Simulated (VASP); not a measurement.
# Te2Mo in VASP: notebook

Aim: see how the results for Te2Mo move with the level of theory and the settings. Levels: PBEsol, PBE. Tasks: single point, relaxation of cell and atoms.

All numbers are computed with VASP 6.6.1; they aren't measurements. Logs are shortened: lines on timing, memory, paths and dates and some standing lists are left out, and cuts for length are marked.

## Step 1: The cell of the first run

The cell holds a slab with vacuum, 9 atoms: a = 3.493 Å, b = 3.493 Å, c = 30.523 Å, α = 90.00°, β = 90.00°, γ = 120.00°.

## Step 2: Single point, PBEsol

INCAR

```
  PREC = Accurate
  ENCUT = 520
  EDIFF = 1E-6
  ISMEAR = -1
  SIGMA = 0.05
  LREAL = F
  LASPH = T
  NELM = 80
  ALGO = Normal
  ISIF = 2
  LWAVE = F
  LCHARG = F
  GGA = PS
  NBANDS = 49
```

KPOINTS

```
Automatic mesh
0
Gamma
  9 9 1
```

POSCAR

```
Te2Mo
1.0
    3.4930271289      0.0000000000      0.0000000000
   -1.7465135645      3.0250502297      0.0000000000
    0.0000000000      0.0000000000     30.5230128068
Te Mo
6 3
Direct
    0.0000000000      0.0000000000      0.0591592203
    0.3333333333      0.6666666667      0.2882475367
    0.3333333333      0.6666666667      0.8299710036
    0.3333333333      0.6666666667      0.1700289964
    0.3333333333      0.6666666667      0.7117524633
    0.0000000000      0.0000000000      0.9408407797
    0.3333333333      0.6666666667      0.0000000000
    0.0000000000      0.0000000000      0.2292197917
    0.0000000000      0.0000000000      0.7707802083
```

Potentials or basis: VASP PAW PBE potentials, release 64 (Te, Mo_sv).

Run with:

```sh
$ cat potpaw_PBE.64/Te/POTCAR potpaw_PBE.64/Mo_sv/POTCAR > POTCAR
$ mpirun -np 1 vasp_std > vasp.out
```

OUTCAR:

```text
PREC = Accurate
   ENCUT = 520
   EDIFF = 1E-6
   ISMEAR = -1
   LREAL = F
   LASPH = T
   NELM = 80
   ISIF = 2
   GGA = PS

 ion  position               nearest neighbor table
   1  0.000  0.000  0.059-   7 2.71   7 2.71   7 2.71   6 3.61
   2  0.333  0.667  0.288-   8 2.70   8 2.70   8 2.70   4 3.61
   3  0.333  0.667  0.830-   9 2.71   9 2.71   9 2.71   5 3.61
   4  0.333  0.667  0.170-   8 2.71   8 2.71   8 2.71   2 3.61
   5  0.333  0.667  0.712-   9 2.70   9 2.70   9 2.70   3 3.61
   6  0.000  0.000  0.941-   7 2.71   7 2.71   7 2.71   1 3.61
   7  0.333  0.667  0.000-   1 2.71   6 2.71   1 2.71   6 2.71   1 2.71   6 2.71
   8  0.000  0.000  0.229-   2 2.70   2 2.70   2 2.70   4 2.71   4 2.71   4 2.71
   9  0.000  0.000  0.771-   5 2.70   5 2.70   5 2.70   3 2.71   3 2.71   3 2.71

  LATTYP: Found a hexagonal cell.
 ALAT       =     3.4930271289
 C/A-ratio  =     8.7382696098

  Lattice vectors:

 A1 = (   3.4930271289,   0.0000000000,   0.0000000000)
 A2 = (  -1.7465135645,   3.0250502297,   0.0000000000)
 A3 = (   0.0000000000,   0.0000000000,  30.5230128068)

Analysis of symmetry for initial positions (statically):
=====================================================================
 Subroutine PRICEL returns:
 Original cell was already a primitive cell.

 Routine SETGRP: Setting up the symmetry group for a
 hexagonal supercell.

 Subroutine GETGRP returns: Found 12 space group operations
 (whereof 12 operations were pure point group operations)
 out of a pool of 24 trial point group operations.

The static configuration has the point symmetry D_3h.

Analysis of symmetry for dynamics (positions and initial velocities):
=====================================================================
 Subroutine PRICEL returns:
 Original cell was already a primitive cell.

 Routine SETGRP: Setting up the symmetry group for a
 hexagonal supercell.

 Subroutine GETGRP returns: Found 12 space group operations
 (whereof 12 operations were pure point group operations)
 out of a pool of 24 trial point group operations.

The dynamic configuration has the point symmetry D_3h.

 Subroutine INISYM returns: Found 12 space group operations
 (whereof 12 operations are pure point group operations),
 and found     1 'primitive' translations

----------------------------------------------------------------------------------------

                                     Primitive cell

  volume of cell :     322.5239

  direct lattice vectors                    reciprocal lattice vectors
     3.493027129  0.000000000  0.000000000     0.286284636  0.165286512  0.000000000
    -1.746513565  3.025050230  0.000000000     0.000000000  0.330573023  0.000000000
     0.000000000  0.000000000 30.523012807     0.000000000  0.000000000  0.032762166

  length of vectors
     3.493027129  3.493027129 30.523012807     0.330573023  0.330573023  0.032762166

  position of ions in fractional coordinates (direct lattice)
     0.000000000  0.000000000  0.059159220
     0.333333333  0.666666667  0.288247537
     0.333333333  0.666666667  0.829971004
     0.333333333  0.666666667  0.170028996
     0.333333333  0.666666667  0.711752463
     0.000000000  0.000000000  0.940840780
     0.333333333  0.666666667  0.000000000
     0.000000000  0.000000000  0.229219792
     0.000000000  0.000000000  0.770780208

  ion indices of the primitive-cell ions
   primitive index   ion index
                 1           1
                 2           2
                 3           3
                 4           4
                 5           5
                 6           6
                 7           7
                 8           8
                 9           9

----------------------------------------------------------------------------------------

 KPOINTS: Automatic mesh

Automatic generation of k-mesh.
 Grid dimensions read from file:
 generate k-points for:    9    9    1

 Generating k-lattice:

  Cartesian coordinates                     Fractional coordinates (reciprocal lattice)
     0.031809404  0.018365168  0.000000000     0.111111111  0.000000000  0.000000000
     0.000000000  0.036730336  0.000000000     0.000000000  0.111111111  0.000000000
     0.000000000  0.000000000  0.032762166     0.000000000  0.000000000  1.000000000

  Length of vectors
     0.036730336  0.036730336  0.032762166

  Shift w.r.t. Gamma in fractional coordinates (k-lattice)
     0.000000000  0.000000000  0.000000000

 Subroutine IBZKPT returns following result:
 ===========================================

 Found     12 irreducible k-points:

 Following reciprocal coordinates:
            Coordinates               Weight
  0.000000  0.000000  0.000000      1.000000
  0.111111  0.000000  0.000000      6.000000
  0.222222 -0.000000  0.000000      6.000000
  0.333333  0.000000  0.000000      6.000000
  0.444444 -0.000000  0.000000      6.000000
  0.111111  0.111111  0.000000      6.000000
  0.222222  0.111111  0.000000     12.000000
  0.333333  0.111111  0.000000     12.000000
  0.444444  0.111111  0.000000      6.000000
  0.222222  0.222222  0.000000      6.000000
  0.333333  0.222222  0.000000     12.000000
  0.333333  0.333333  0.000000      2.000000
   k-points           NKPTS =     12   k-points in BZ     NKDIM =     12   number of bands    NBANDS=     49
   number of dos      NEDOS =    301   number of ions     NIONS =      9
   total plane-waves  NPLWV = 188160
   dimension x,y,z NGX =    28 NGY =   28 NGZ =  240
   dimension x,y,z NGXF=    56 NGYF=   56 NGZF=  480
   ions per type =               6   3
   NGX,Y,Z   is equivalent  to a cutoff of  13.33, 13.33, 13.07 a.u.
   NGXF,Y,Z  is equivalent  to a cutoff of  26.65, 26.65, 26.14 a.u.
 SYSTEM =  unknown system
   PREC   = accura    normal or accurate (medium, high low for compatibility)
   ISTART =      0    job   : 0-new  1-cont  2-samecut
   ICHARG =      2    charge: 1-file 2-atom 10-const
   ISPIN  =      1    spin polarized calculation?
   LNONCOLLINEAR =      F non collinear calculations
   LSORBIT =      F    spin-orbit coupling
   LASPH  =      T    aspherical Exc in radial PAW
   ENCUT  =  520.0 eV  38.22 Ry    6.18 a.u.   6.49  6.49 56.75*2*pi/ulx,y,z
   NELM   =     80;   NELMIN=  2; NELMDL= -5     # of ELM steps
   EDIFF  = 0.1E-05   stopping-criterion for ELM
   LREAL  =      F    real-space projection
   EDIFFG = 0.1E-04   stopping-criterion for IOM
   NSW    =      0    number of steps for IOM
   IBRION =     -1    ionic relax: 0-MD 1-quasi-New 2-CG
   NFREE  =      0    steps in history (QN), initial steepest desc. (CG)
   ISIF   =      2    stress and relaxation
   ISYM   =      2    0-nonsym 1-usesym 2-fastsym
   POTIM  = 0.5000    time-step for ionic-motion
   TEBEG  =    0.0;   TEEND  =   0.0 temperature during run
   PSTRESS=    0.0 pullay stress
   NELECT =      78.0000    total number of electrons
   NUPDOWN=      -1.0000    fix difference up-down
   EMIN   =  10.00;   EMAX   =-10.00  energy-range for DOS
   EFERMI =   0.00;   METHOD = LEGACY
   ISMEAR =    -1;   SIGMA  =   0.05  broadening in eV -4-tet -1-fermi 0-gaus
   EFERMI_NEDOS =   21; number of points for ismear=-14 and -15
   IALGO  =     38    algorithm
   IMIX   =      4    mixing-type and parameters
     AMIX     =   0.40;   BMIX     =  1.00
     AMIX_MAG =   1.60;   BMIX_MAG =  1.00
  volume/ion in A,a.u.               =      35.84       241.83
  Fermi-wavevector in a.u.,A,eV,Ry     =   1.019966  1.927456 14.154559  1.040331
  Thomas-Fermi vector in A             =   2.153509
   LORBIT       =      0    0 simple, 1 ext, 2 COOP (PROOUT), +10 PAW based schemes
   GGA     = PS    functional components
   LHFCALC =     F    Hartree Fock is set to
   AEXX    =    0.0000 exact exchange contribution
   IVDW    =     0    specifies the selected vdW correction
   LEPSILON=     F    determine dielectric tensor
   LRPA    =     F    only Hartree local field effects (RPA)
 non-spin polarized calculation
  energy-cutoff  :      520.00
  volume of cell :      322.52
 maximum number of plane-waves:      8777
 NGX is ok and might be reduce to    28
   NGX = 13   NGY = 13   NGZ =113

 number of electron      78.0000000 magnetization

 Free energy of the ion-electron system (eV)
  ---------------------------------------------------
  ext. energy  EPLUGINS =         0.00000000
  ---------------------------------------------------
  free energy    TOTEN  =       -59.01139043 eV

  energy without entropy =      -59.01137492  energy(sigma->0) =      -59.01138268

 E-fermi :   4.5140     XC(G=0):  -7.6554

 val. band max:        4.0683548691   @ k =   0.0000   0.0000   0.0000
 cond. band min:       4.9953585377   @ k =   0.2222   0.2222   0.0000
 fundamental gap:      0.9270036685
 Fermi energy:         4.5139915466

 k-point     1 :       0.0000    0.0000    0.0000
  band No.  band energies     occupation
      1     -56.5691      2.00000
      2     -56.5657      2.00000
      3     -56.5657      2.00000
      4     -30.7808      2.00000
      5     -30.7789      2.00000
      6     -30.7789      2.00000
[... 41 lines left out ...]
     48       7.5378      0.00000
     49       7.5437      0.00000

 k-point     2 :       0.1111    0.0000    0.0000
  band No.  band energies     occupation
      1     -56.5678      2.00000
      2     -56.5644      2.00000
      3     -56.5644      2.00000
      4     -30.7771      2.00000
      5     -30.7752      2.00000
      6     -30.7752      2.00000
[... 41 lines left out ...]
     48       7.2336      0.00000
     49       7.3081      0.00000

 k-point     3 :       0.2222   -0.0000    0.0000
  band No.  band energies     occupation
      1     -56.5645      2.00000
      2     -56.5611      2.00000
      3     -56.5611      2.00000
      4     -30.7676      2.00000
      5     -30.7657      2.00000
      6     -30.7657      2.00000
[... 457 lines left out ...]
     48       6.3999      0.00000
     49       7.5463      0.00000

 k-point    12 :       0.3333    0.3333    0.0000
  band No.  band energies     occupation
      1     -56.5567      2.00000
      2     -56.5533      2.00000
      3     -56.5533      2.00000
      4     -30.7448      2.00000
      5     -30.7429      2.00000
      6     -30.7429      2.00000
[... 41 lines left out ...]
     48       6.6118      0.00000
     49       7.9562      0.00000

------------------------ aborting loop because EDIFF is reached ----------------------------------------

  FORCE on cell =-STRESS in cart. coord.  units (eV):
  Direction    XX          YY          ZZ          XY          YZ          ZX
  --------------------------------------------------------------------------------------
  -------------------------------------------------------------------------------------
  Total        0.1289483      0.1289483      0.2868122     -0.0000000     -0.0000000     -0.0000000
  in kB        0.6405667      0.6405667      1.4247748     -0.0000000     -0.0000000     -0.0000000
  external PRESSURE =       0.9019694 kB  Pullay stress =       0.0000000 kB

 VOLUME and BASIS-vectors are now :
 -----------------------------------------------------------------------------
  energy-cutoff  :      520.00
  volume of cell :      322.52
      direct lattice vectors                 reciprocal lattice vectors
     3.493027129  0.000000000  0.000000000     0.286284636  0.165286512  0.000000000
    -1.746513565  3.025050230  0.000000000     0.000000000  0.330573023  0.000000000
     0.000000000  0.000000000 30.523012807     0.000000000  0.000000000  0.032762166

 POSITION                                       TOTAL-FORCE (eV/Angst)
 -----------------------------------------------------------------------------------
      0.00000      0.00000      1.80572        -0.000000      0.000000      0.029348
     -0.00000      2.01670      8.79818        -0.000000      0.000000      0.030793
     -0.00000      2.01670     25.33322        -0.000000      0.000000      0.029444
     -0.00000      2.01670      5.18980        -0.000000      0.000000     -0.029444
     -0.00000      2.01670     21.72483        -0.000000      0.000000     -0.030793
      0.00000      0.00000     28.71730        -0.000000      0.000000     -0.029348
     -0.00000      2.01670      0.00000         0.000000     -0.000000     -0.000000
      0.00000      0.00000      6.99648        -0.000000      0.000000     -0.000420
      0.00000      0.00000     23.52653        -0.000000      0.000000      0.000420
 -----------------------------------------------------------------------------------
    total drift:                                0.000001     -0.000000     -0.000000

  FREE ENERGIE OF THE ION-ELECTRON SYSTEM (eV)
  ---------------------------------------------------
  free  energy   TOTEN  =       -59.0113904309 eV

  energy  without entropy=      -59.0113749235  energy(sigma->0) =      -59.01138268
```

Run time: 13 min. Hardware: 1 thread of Intel Xeon 8259CL, shared host; peak memory 0.52 GiB.

What came out:

- Free energy: -59.0114 eV
- Largest force: 0.031 eV/Å
- Band gap on the k mesh: 0.93 eV (least direct gap 1.13 eV)

Forces on the atoms (eV/Å):
```
Te   0.000  0.000  0.029
Te   0.000  0.000  0.031
Te   0.000  0.000  0.029
Te   0.000  0.000 -0.029
Te   0.000  0.000 -0.031
Te   0.000  0.000 -0.029
Mo   0.000  0.000  0.000
Mo   0.000  0.000  0.000
Mo   0.000  0.000  0.000
```

Caveat: the PAW data sets were made with another functional, which shifts forces and pressure a little; spin-orbit coupling is left out, which moves the levels of the heavy elements.

## Step 3: Single point, PBE

This run uses another cell than the first one.

INCAR

```
SYSTEM = Te2Mo
ALGO     = Normal         ! electronic algorithm
EDIFF    = 1E-6           ! SCF threshold, eV
ENCUT    = 520            ! plane-wave cutoff, eV
GGA      = PE             ! functional
ISIF     = 2              ! what is computed and relaxed
ISMEAR   = -1             ! smearing method
LASPH    = .TRUE.         ! aspherical terms in the spheres
LCHARG   = .FALSE.        ! write CHGCAR
LREAL    = .FALSE.        ! projectors in reciprocal space
LWAVE    = .FALSE.        ! write WAVECAR
NBANDS   = 49             ! bands
NELM     = 100            ! most SCF steps
PREC     = Accurate       ! precision mode
SIGMA    = 0.05           ! smearing width, eV
```

KPOINTS

```
k-points
0
G
  7 7 1
  0 0 0
```

POSCAR

```
Te2Mo
1.0
    3.5562877762      0.0000000000      0.0000000000
   -1.7781438881      3.0798355573      0.0000000000
    0.0000000000      0.0000000000     32.1390069594
Te Mo
6 3
Direct
    0.0000000000      0.0000000000      0.0562618931
    0.3333333333      0.6666666667      0.2943967260
    0.3333333333      0.6666666667      0.8181017822
    0.3333333333      0.6666666667      0.1818982178
    0.3333333333      0.6666666667      0.7056032740
    0.0000000000      0.0000000000      0.9437381069
    0.3333333333      0.6666666667      0.0000000000
    0.0000000000      0.0000000000      0.2381665650
    0.0000000000      0.0000000000      0.7618334350
```

Potentials or basis: VASP PAW PBE potentials, release 64 (Te, Mo_sv).

Run with:

```sh
$ cat potpaw_PBE.64/Te/POTCAR potpaw_PBE.64/Mo_sv/POTCAR > POTCAR
$ mpirun -np 1 vasp_std > vasp.out
```

OUTCAR:

```text
SYSTEM = Te2Mo
   EDIFF = 1E-6
   ENCUT = 520
   GGA = PE
   ISIF = 2
   ISMEAR = -1
   LASPH = .TRUE.
   LREAL = .FALSE.
   NELM = 100
   PREC = Accurate

 ion  position               nearest neighbor table
   1  0.000  0.000  0.056-   7 2.74   7 2.74   7 2.74   6 3.62
   2  0.333  0.667  0.294-   8 2.74   8 2.74   8 2.74   4 3.62
   3  0.333  0.667  0.818-   9 2.74   9 2.74   9 2.74   5 3.62
   4  0.333  0.667  0.182-   8 2.74   8 2.74   8 2.74   2 3.62
   5  0.333  0.667  0.706-   9 2.74   9 2.74   9 2.74   3 3.62
   6  0.000  0.000  0.944-   7 2.74   7 2.74   7 2.74   1 3.62
[... 615 lines left out ...]
  in kB       -0.1047915     -0.1047915      0.5092459     -0.0000000      0.0000000     -0.0000000
  external PRESSURE =       0.0998877 kB  Pullay stress =       0.0000000 kB

 VOLUME and BASIS-vectors are now :
 -----------------------------------------------------------------------------
  energy-cutoff  :      520.00
  volume of cell :      352.01
      direct lattice vectors                 reciprocal lattice vectors
     3.556287776  0.000000000  0.000000000     0.281192092  0.162346330  0.000000000
    -1.778143888  3.079835557  0.000000000     0.000000000  0.324692660  0.000000000
     0.000000000  0.000000000 32.139006959     0.000000000  0.000000000  0.031114838

 POSITION                                       TOTAL-FORCE (eV/Angst)
 -----------------------------------------------------------------------------------
      0.00000      0.00000      1.80820         0.000000      0.000000      0.012908
     -0.00000      2.05322      9.46162         0.000000      0.000000      0.014124
     -0.00000      2.05322     26.29298        -0.000000      0.000000      0.012750
     -0.00000      2.05322      5.84603         0.000000      0.000000     -0.012750
     -0.00000      2.05322     22.67739         0.000000     -0.000000     -0.014124
      0.00000      0.00000     30.33081         0.000000      0.000000     -0.012908
     -0.00000      2.05322      0.00000        -0.000000      0.000000      0.000000
      0.00000      0.00000      7.65444         0.000000     -0.000000     -0.000129
      0.00000      0.00000     24.48457        -0.000000     -0.000000      0.000129
 -----------------------------------------------------------------------------------
    total drift:                                0.000001     -0.000000     -0.000000

  FREE ENERGIE OF THE ION-ELECTRON SYSTEM (eV)
  ---------------------------------------------------
  free  energy   TOTEN  =       -54.0986149644 eV

  energy  without entropy=      -54.0986126690  energy(sigma->0) =      -54.09861382
```

stdout:

```text
POSCAR found type information on POSCAR TeMo
 POSCAR found :  2 types and       9 ions
 scaLAPACK will be used
 LDA part: xc-table for (Slater+PW92), standard interpolation
 POSCAR, INCAR and KPOINTS ok, starting setup
 FFT: planning ... GRIDC
 FFT: planning ... GRID_SOFT
 FFT: planning ... GRID
 WAVECAR not read
 entering main loop
```

It took 3 min on 1 thread of Intel Xeon 6975P-C (Granite Rapids), shared host; peak memory 0.49 GiB.

Results:

* Free energy: -54.0986 eV
* Largest force: 0.014 eV/Å
* Band gap on the k mesh: 1.31 eV (least direct gap 1.33 eV)

Forces in eV/Å, atoms in the order of the input:
```
Te   0.000  0.000  0.013
Te   0.000  0.000  0.014
Te   0.000  0.000  0.013
Te   0.000  0.000 -0.013
Te   0.000  0.000 -0.014
Te   0.000  0.000 -0.013
Mo   0.000  0.000  0.000
Mo   0.000  0.000  0.000
Mo   0.000  0.000  0.000
```

Caveat: spin-orbit coupling is left out, which moves the levels of the heavy elements.

(Part 1 of 2 ends here.)
